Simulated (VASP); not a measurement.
# CsPbCl3 (Pm-3m) in VASP: notebook

CsPbCl3 is run at these levels: LDA, PBEsol, PBE; tasks: single point.

All numbers are computed with VASP 6.6.1; they aren't measurements. Logs are shortened: lines on timing, memory, paths and dates and some standing lists are left out, and cuts for length are marked.

## (1) The cell of the first run

It takes space group Pm-3m (No. 221, cubic). The conventional cell has a = 5.530 Å, b = 5.530 Å, c = 5.530 Å, α = 90.00°, β = 90.00°, γ = 90.00°. Within 5.1 Å of Cs (site symmetry m-3m) lie 12 Cl at 3.91 Å and 8 Pb at 4.79 Å. Within 3.6 Å of Pb (site symmetry m-3m) lie 6 Cl at 2.76 Å. Cl (site symmetry 4/mmm) has 2 Pb at 2.76 Å within 3.6 Å.

## (2) Single point, LDA

The input, INCAR:

```
SYSTEM = CsPbCl3
  PREC = Accurate
  ENCUT = 520
  EDIFF = 1E-6
  ISMEAR = -1
  SIGMA = 0.02
  LREAL = .False.
  LASPH = .True.
  NELM = 60
  ALGO = Normal
  ISIF = 2
  LWAVE = .False.
  LCHARG = .True.
  GGA = CA
  LELF = .True.
  LVHAR = .True.
  NBANDS = 30
```

The input, KPOINTS:

```
regular mesh
0
Gamma
  4 4 4
  0 0 0
```

The input, POSCAR:

```
CsPbCl3
1.0
    5.5297734452      0.0000000000      0.0000000000
    0.0000000000      5.5297734452      0.0000000000
    0.0000000000      0.0000000000      5.5297734452
Cs Pb Cl
1 1 3
Direct
    0.0000000000      0.0000000000      0.0000000000
    0.5000000000      0.5000000000      0.5000000000
    0.5000000000      0.5000000000      0.0000000000
    0.5000000000      0.0000000000      0.5000000000
    0.0000000000      0.5000000000      0.5000000000
```

Potentials or basis: VASP PAW LDA potentials, release 64 (Cs_sv, Pb_d, Cl).

Started as:

```
cat potpaw_LDA.64/Cs_sv/POTCAR potpaw_LDA.64/Pb_d/POTCAR potpaw_LDA.64/Cl/POTCAR > POTCAR
mpirun -np 1 vasp_std > vasp.out
```

OUTCAR:

```text
SYSTEM = CsPbCl3
   PREC = Accurate
   ENCUT = 520
   EDIFF = 1E-6
   ISMEAR = -1
   LREAL = .False.
   LASPH = .True.
   NELM = 60
   ISIF = 2
   GGA = CA

 ion  position               nearest neighbor table
   1  0.000  0.000  0.000-
   2  0.500  0.500  0.500-   3 2.76   4 2.76   5 2.76   3 2.76   4 2.76   5 2.76
   3  0.500  0.500  0.000-   2 2.76   2 2.76
   4  0.500  0.000  0.500-   2 2.76   2 2.76
   5  0.000  0.500  0.500-   2 2.76   2 2.76

  LATTYP: Found a simple cubic cell.
 ALAT       =     5.5297734452

  Lattice vectors:

 A1 = (   5.5297734452,   0.0000000000,   0.0000000000)
 A2 = (   0.0000000000,   5.5297734452,   0.0000000000)
 A3 = (   0.0000000000,   0.0000000000,   5.5297734452)

Analysis of symmetry for initial positions (statically):
=====================================================================
 Subroutine PRICEL returns:
 Original cell was already a primitive cell.

 Routine SETGRP: Setting up the symmetry group for a
 simple cubic supercell.

 Subroutine GETGRP returns: Found 48 space group operations
 (whereof 48 operations were pure point group operations)
 out of a pool of 48 trial point group operations.

The static configuration has the point symmetry O_h .

Analysis of symmetry for dynamics (positions and initial velocities):
=====================================================================
 Subroutine PRICEL returns:
 Original cell was already a primitive cell.

 Routine SETGRP: Setting up the symmetry group for a
 simple cubic supercell.

 Subroutine GETGRP returns: Found 48 space group operations
 (whereof 48 operations were pure point group operations)
 out of a pool of 48 trial point group operations.

The dynamic configuration has the point symmetry O_h .

 Subroutine INISYM returns: Found 48 space group operations
 (whereof 48 operations are pure point group operations),
 and found     1 'primitive' translations

----------------------------------------------------------------------------------------

                                     Primitive cell

  volume of cell :     169.0916

  direct lattice vectors                    reciprocal lattice vectors
     5.529773445  0.000000000  0.000000000     0.180839235  0.000000000  0.000000000
     0.000000000  5.529773445  0.000000000     0.000000000  0.180839235  0.000000000
     0.000000000  0.000000000  5.529773445     0.000000000  0.000000000  0.180839235

  length of vectors
     5.529773445  5.529773445  5.529773445     0.180839235  0.180839235  0.180839235

  position of ions in fractional coordinates (direct lattice)
     0.000000000  0.000000000  0.000000000
     0.500000000  0.500000000  0.500000000
     0.500000000  0.500000000  0.000000000
     0.500000000  0.000000000  0.500000000
     0.000000000  0.500000000  0.500000000

  ion indices of the primitive-cell ions
   primitive index   ion index
                 1           1
                 2           2
                 3           3
                 4           4
                 5           5

----------------------------------------------------------------------------------------

 KPOINTS: regular mesh

Automatic generation of k-mesh.
 Grid dimensions read from file:
 generate k-points for:    4    4    4

 Generating k-lattice:

  Cartesian coordinates                     Fractional coordinates (reciprocal lattice)
     0.045209809  0.000000000  0.000000000     0.250000000  0.000000000  0.000000000
     0.000000000  0.045209809  0.000000000     0.000000000  0.250000000  0.000000000
     0.000000000  0.000000000  0.045209809     0.000000000  0.000000000  0.250000000

  Length of vectors
     0.045209809  0.045209809  0.045209809

  Shift w.r.t. Gamma in fractional coordinates (k-lattice)
     0.000000000  0.000000000  0.000000000

 Subroutine IBZKPT returns following result:
 ===========================================

 Found     10 irreducible k-points:

 Following reciprocal coordinates:
            Coordinates               Weight
  0.000000  0.000000  0.000000      1.000000
  0.250000  0.000000  0.000000      6.000000
  0.500000  0.000000  0.000000      3.000000
  0.250000  0.250000  0.000000     12.000000
  0.500000  0.250000  0.000000     12.000000
  0.500000  0.500000  0.000000      3.000000
  0.250000  0.250000  0.250000      8.000000
  0.500000  0.250000  0.250000     12.000000
  0.500000  0.500000  0.250000      6.000000
  0.500000  0.500000  0.500000      1.000000
   k-points           NKPTS =     10   k-points in BZ     NKDIM =     10   number of bands    NBANDS=     30
   number of dos      NEDOS =    301   number of ions     NIONS =      5
   total plane-waves  NPLWV =  74088
   dimension x,y,z NGX =    42 NGY =   42 NGZ =   42
   dimension x,y,z NGXF=    84 NGYF=   84 NGZF=   84
   ions per type =               1   1   3
   NGX,Y,Z   is equivalent  to a cutoff of  12.63, 12.63, 12.63 a.u.
   NGXF,Y,Z  is equivalent  to a cutoff of  25.25, 25.25, 25.25 a.u.
 SYSTEM =  CsPbCl3
   PREC   = accura    normal or accurate (medium, high low for compatibility)
   ISTART =      0    job   : 0-new  1-cont  2-samecut
   ICHARG =      2    charge: 1-file 2-atom 10-const
   ISPIN  =      1    spin polarized calculation?
   LNONCOLLINEAR =      F non collinear calculations
   LSORBIT =      F    spin-orbit coupling
   LASPH  =      T    aspherical Exc in radial PAW
   ENCUT  =  520.0 eV  38.22 Ry    6.18 a.u.  10.28 10.28 10.28*2*pi/ulx,y,z
   NELM   =     60;   NELMIN=  2; NELMDL= -5     # of ELM steps
   EDIFF  = 0.1E-05   stopping-criterion for ELM
   LREAL  =      F    real-space projection
   EDIFFG = 0.1E-04   stopping-criterion for IOM
   NSW    =      0    number of steps for IOM
   IBRION =     -1    ionic relax: 0-MD 1-quasi-New 2-CG
   NFREE  =      0    steps in history (QN), initial steepest desc. (CG)
   ISIF   =      2    stress and relaxation
   ISYM   =      2    0-nonsym 1-usesym 2-fastsym
   POTIM  = 0.5000    time-step for ionic-motion
   TEBEG  =    0.0;   TEEND  =   0.0 temperature during run
   PSTRESS=    0.0 pullay stress
   NELECT =      44.0000    total number of electrons
   NUPDOWN=      -1.0000    fix difference up-down
   EMIN   =  10.00;   EMAX   =-10.00  energy-range for DOS
   EFERMI =   0.00;   METHOD = LEGACY
   ISMEAR =    -1;   SIGMA  =   0.02  broadening in eV -4-tet -1-fermi 0-gaus
   EFERMI_NEDOS =   21; number of points for ismear=-14 and -15
   IALGO  =     38    algorithm
   IMIX   =      4    mixing-type and parameters
     AMIX     =   0.40;   BMIX     =  1.00
     AMIX_MAG =   1.60;   BMIX_MAG =  1.00
  volume/ion in A,a.u.               =      33.82       228.22
  Fermi-wavevector in a.u.,A,eV,Ry     =   1.045165  1.975076 14.862608  1.092371
  Thomas-Fermi vector in A             =   2.179949
   LORBIT       =      0    0 simple, 1 ext, 2 COOP (PROOUT), +10 PAW based schemes
   GGA     = CA    functional components
   LHFCALC =     F    Hartree Fock is set to
   AEXX    =    0.0000 exact exchange contribution
   IVDW    =     0    specifies the selected vdW correction
   LEPSILON=     F    determine dielectric tensor
   LRPA    =     F    only Hartree local field effects (RPA)
 non-spin polarized calculation
  energy-cutoff  :      520.00
  volume of cell :      169.09
 maximum number of plane-waves:      4632
 NGX is ok and might be reduce to    42
   NGX = 21   NGY = 21   NGZ = 21

 number of electron      43.9999985 magnetization

 Free energy of the ion-electron system (eV)
  ---------------------------------------------------
  ext. energy  EPLUGINS =         0.00000000
  ---------------------------------------------------
  free energy    TOTEN  =       -19.40026990 eV

  energy without entropy =      -19.40026990  energy(sigma->0) =      -19.40026990

 E-fermi :   2.5925     XC(G=0):  -8.4530

 val. band max:        2.1177756927   @ k =   0.5000   0.5000   0.5000
 cond. band min:       3.6353174248   @ k =   0.5000   0.5000   0.5000
 fundamental gap:      1.5175417321
 Fermi energy:         2.5924827723

 k-point     1 :       0.0000    0.0000    0.0000
  band No.  band energies     occupation
      1     -19.3866      2.00000
      2     -14.9142      2.00000
      3     -14.9142      2.00000
      4     -14.6002      2.00000
      5     -14.6002      2.00000
      6     -14.6002      2.00000
[... 22 lines left out ...]
     29       8.1888      0.00000
     30       8.1888      0.00000

 k-point     2 :       0.2500    0.0000    0.0000
  band No.  band energies     occupation
      1     -19.3851      2.00000
      2     -14.9140      2.00000
      3     -14.8529      2.00000
      4     -14.6012      2.00000
      5     -14.6012      2.00000
      6     -14.6001      2.00000
[... 22 lines left out ...]
     29       7.0589      0.00000
     30       8.2127      0.00000

 k-point     3 :       0.5000    0.0000    0.0000
  band No.  band energies     occupation
      1     -19.3835      2.00000
      2     -14.9138      2.00000
      3     -14.7891      2.00000
      4     -14.6021      2.00000
      5     -14.6021      2.00000
      6     -14.6001      2.00000
[... 22 lines left out ...]
     29       7.3839      0.00000
     30       8.5267      0.00000

 k-point     4 :       0.2500    0.2500    0.0000
  band No.  band energies     occupation
      1     -19.3836      2.00000
      2     -14.8850      2.00000
      3     -14.8161      2.00000
      4     -14.6021      2.00000
      5     -14.6011      2.00000
      6     -14.6011      2.00000
[... 22 lines left out ...]
     29       7.3716      0.00000
     30       8.0239      0.00000

 k-point     5 :       0.5000    0.2500    0.0000
  band No.  band energies     occupation
      1     -19.3822      2.00000
      2     -14.8772      2.00000
      3     -14.7542      2.00000
      4     -14.6031      2.00000
      5     -14.6021      2.00000
      6     -14.6011      2.00000
[... 22 lines left out ...]
     29       7.6776      0.00000
     30       8.0786      0.00000

 k-point     6 :       0.5000    0.5000    0.0000
  band No.  band energies     occupation
      1     -19.3810      2.00000
      2     -14.8579      2.00000
      3     -14.6965      2.00000
      4     -14.6041      2.00000
      5     -14.6021      2.00000
      6     -14.6021      2.00000
[... 22 lines left out ...]
     29       8.0169      0.00000
     30       8.0169      0.00000

 k-point     7 :       0.2500    0.2500    0.2500
  band No.  band energies     occupation
      1     -19.3824      2.00000
      2     -14.8159      2.00000
      3     -14.8159      2.00000
      4     -14.6021      2.00000
      5     -14.6021      2.00000
      6     -14.6021      2.00000
[... 22 lines left out ...]
     29       7.9196      0.00000
     30       7.9196      0.00000

 k-point     8 :       0.5000    0.2500    0.2500
  band No.  band energies     occupation
      1     -19.3811      2.00000
      2     -14.8157      2.00000
      3     -14.7420      2.00000
      4     -14.6032      2.00000
      5     -14.6031      2.00000
      6     -14.6021      2.00000
[... 22 lines left out ...]
     29       7.8759      0.00000
     30       7.9349      0.00000

 k-point     9 :       0.5000    0.5000    0.2500
  band No.  band energies     occupation
      1     -19.3799      2.00000
      2     -14.7811      2.00000
      3     -14.6965      2.00000
      4     -14.6041      2.00000
      5     -14.6031      2.00000
      6     -14.6031      2.00000
[... 22 lines left out ...]
     29       7.5139      0.00000
     30       7.9412      0.00000

 k-point    10 :       0.5000    0.5000    0.5000
  band No.  band energies     occupation
      1     -19.3789      2.00000
      2     -14.6965      2.00000
      3     -14.6965      2.00000
      4     -14.6042      2.00000
      5     -14.6042      2.00000
      6     -14.6042      2.00000
[... 22 lines left out ...]
     29       7.2618      0.00000
     30       8.5746      0.00000

------------------------ aborting loop because EDIFF is reached ----------------------------------------

  FORCE on cell =-STRESS in cart. coord.  units (eV):
  Direction    XX          YY          ZZ          XY          YZ          ZX
  --------------------------------------------------------------------------------------
  -------------------------------------------------------------------------------------
  Total       -0.0118566     -0.0118566     -0.0118566     -0.0000000      0.0000000      0.0000000
  in kB       -0.1123435     -0.1123435     -0.1123435     -0.0000000      0.0000000      0.0000000
  external PRESSURE =      -0.1123435 kB  Pullay stress =       0.0000000 kB

 VOLUME and BASIS-vectors are now :
 -----------------------------------------------------------------------------
  energy-cutoff  :      520.00
  volume of cell :      169.09
      direct lattice vectors                 reciprocal lattice vectors
     5.529773445  0.000000000  0.000000000     0.180839235  0.000000000  0.000000000
     0.000000000  5.529773445  0.000000000     0.000000000  0.180839235  0.000000000
     0.000000000  0.000000000  5.529773445     0.000000000  0.000000000  0.180839235

 POSITION                                       TOTAL-FORCE (eV/Angst)
 -----------------------------------------------------------------------------------
      0.00000      0.00000      0.00000         0.000000      0.000000      0.000000
      2.76489      2.76489      2.76489         0.000000      0.000000      0.000000
      2.76489      2.76489      0.00000         0.000000      0.000000      0.000000
      2.76489      0.00000      2.76489         0.000000      0.000000      0.000000
      0.00000      2.76489      2.76489         0.000000      0.000000      0.000000
 -----------------------------------------------------------------------------------
    total drift:                                0.000000     -0.000000     -0.000000

  FREE ENERGIE OF THE ION-ELECTRON SYSTEM (eV)
  ---------------------------------------------------
  free  energy   TOTEN  =       -19.4002698964 eV

  energy  without entropy=      -19.4002698964  energy(sigma->0) =      -19.40026990
```

Wall time 25 s (1 thread of Intel Xeon 6975P-C (Granite Rapids), shared host); peak memory 0.23 GiB.

What came out:

```yaml
Free_energy: -19.4003 eV
Pressure: 0.0 GPa
Band_gap_on_the_k_mesh: 1.52 eV, direct
```

Levels at points of the mesh, in eV from the valence-band top:
```csv
k point,band 20,band 21,band 22,band 23,band 24,band 25
"(0.00, 0.00, 0.00)",-2.83,-2.83,-2.83,2.74,3.69,3.69
"(0.50, 0.00, 0.00)",-2.97,-2.97,-1.85,2.76,4.17,4.71
"(0.50, 0.50, 0.00)",-3.03,-2.49,-0.89,2.19,2.19,4.65
"(0.50, 0.50, 0.50)",-2.48,-2.48,0.00,1.52,1.52,1.52
```

Caveat: spin-orbit coupling is left out, which moves the levels of the heavy elements.

## (3) Single point, PBEsol

This run uses another cell than the first one, of 35.61 Å³/atom, 1.053 times its volume.

The input, INCAR:

```
SYSTEM = CsPbCl3
  PREC = Accurate
  ENCUT = 520
  EDIFF = 1E-7
  ISMEAR = -1
  SIGMA = 0.02
  LREAL = .False.
  LASPH = .True.
  NELM = 80
  ALGO = Normal
  ISIF = 2
  LWAVE = .False.
  LCHARG = .True.
  GGA = PS
  LELF = .True.
  LVHAR = .True.
  NBANDS = 30
```

The input, KPOINTS:

```
Automatic mesh
0
Gamma
  4 4 4
  0 0 0
```

Changes to POSCAR since step 2:

```diff
@@ -2,5 +2,5 @@
 1.0
-    5.5297734452      0.0000000000      0.0000000000
-    0.0000000000      5.5297734452      0.0000000000
-    0.0000000000      0.0000000000      5.5297734452
+    5.6255225390      0.0000000000      0.0000000000
+    0.0000000000      5.6255225390      0.0000000000
+    0.0000000000      0.0000000000      5.6255225390
 Cs Pb Cl
```

Potentials or basis: VASP PAW PBE potentials, release 64 (Cs_sv, Pb_d, Cl).

Started as:

```
cat potpaw_PBE.64/Cs_sv/POTCAR potpaw_PBE.64/Pb_d/POTCAR potpaw_PBE.64/Cl/POTCAR > POTCAR
mpirun -np 1 vasp_std > vasp.out
```

It took 29 s on 1 thread of Intel Xeon 6975P-C (Granite Rapids), shared host; peak memory 0.27 GiB.

The run converged. Its results:

```
Free energy            : -18.3595 eV
Pressure               : 0.0 GPa
Band gap on the k mesh : 1.85 eV, direct
```

Levels at points of the mesh, in eV from the valence-band top:
```tsv
k point	band 19	band 20	band 21	band 22	band 23	band 24	band 25	band 26
(0.00, 0.00, 0.00)	-2.55	-2.45	-2.45	-2.45	3.26	4.28	4.28	5.18
(0.50, 0.00, 0.00)	-2.65	-2.56	-2.56	-1.65	2.94	4.64	5.20	5.26
(0.50, 0.50, 0.00)	-2.74	-2.68	-2.13	-0.80	2.44	2.44	4.86	5.36
(0.50, 0.50, 0.50)	-2.12	-2.12	-2.12	0.00	1.85	1.85	1.85	5.04
```

Caveat: the PAW data sets were made with another functional, which shifts forces and pressure a little; spin-orbit coupling is left out, which moves the levels of the heavy elements.

## (4) Single point, PBE

This run uses another cell than the first one, of 36.59 Å³/atom, 1.082 times its volume.

The input, INCAR:

```
ALGO = Normal
EDIFF = 1E-6
ENCUT = 520
GGA = PE
ISIF = 2
ISMEAR = -1
LASPH = T
LCHARG = F
LREAL = F
LWAVE = F
NBANDS = 30
NELM = 100
PREC = Accurate
SIGMA = 0.02
```

The input, KPOINTS:

```
k-points
0
Gamma
  4 4 4
```

Changes to POSCAR since step 3:

```diff
@@ -2,5 +2,5 @@
 1.0
-    5.6255225390      0.0000000000      0.0000000000
-    0.0000000000      5.6255225390      0.0000000000
-    0.0000000000      0.0000000000      5.6255225390
+    5.6770717179      0.0000000000      0.0000000000
+    0.0000000000      5.6770717179      0.0000000000
+    0.0000000000      0.0000000000      5.6770717179
 Cs Pb Cl
```

Started as:

```
cat potpaw_PBE.64/Cs_sv/POTCAR potpaw_PBE.64/Pb_d/POTCAR potpaw_PBE.64/Cl/POTCAR > POTCAR
mpirun -np 1 vasp_std > vasp.out
```

Wall time 25 s (1 thread of Intel Xeon 6975P-C (Granite Rapids), shared host); peak memory 0.27 GiB.

It converged, with:

```yaml
Free_energy: -17.5347 eV
Pressure: 0.7 GPa
Band_gap_on_the_k_mesh: 2.10 eV, direct
```

Levels at points of the mesh, in eV from the valence-band top:
```tsv
k point	band 18	band 19	band 20	band 21	band 22	band 23	band 24	band 25	band 26	band 27
(0.00, 0.00, 0.00)	-2.34	-2.34	-2.25	-2.25	-2.25	3.53	4.55	4.55	5.45	5.45
(0.50, 0.00, 0.00)	-2.44	-2.44	-2.35	-2.35	-1.55	3.10	4.86	5.38	5.38	5.40
(0.50, 0.50, 0.00)	-2.52	-2.52	-2.50	-1.96	-0.75	2.64	2.64	5.00	5.57	5.87
(0.50, 0.50, 0.50)	-2.50	-1.95	-1.95	-1.95	0.00	2.10	2.10	2.10	5.30	5.76
```

Caveat: spin-orbit coupling is left out, which moves the levels of the heavy elements. A k mesh can miss the band edges.

## (5) The runs side by side

```tsv
level	potentials or basis	cell	gap on the mesh (eV)	pressure (GPa)
LDA	VASP PAW LDA potentials, release 64 (Cs_sv, Pb_d, Cl)	a = 5.530 Å, 5 atoms	1.52	0.0
PBEsol	VASP PAW PBE potentials, release 64 (Cs_sv, Pb_d, Cl)	a = 5.626 Å, 5 atoms	1.85	0.0
PBE	VASP PAW PBE potentials, release 64 (Cs_sv, Pb_d, Cl)	a = 5.677 Å, 5 atoms	2.10	0.7
```

Alike in all rows: task single point; no spin polarisation; k mesh 4 × 4 × 4; cutoff (eV) 520; smearing fermi-dirac 0.02 eV.

Caveats: spin-orbit coupling is left out, which moves the levels of the heavy elements; the PAW data sets were made with another functional, which shifts forces and pressure a little (some runs).

Absolute energies hang on the potentials; compare differences alone.
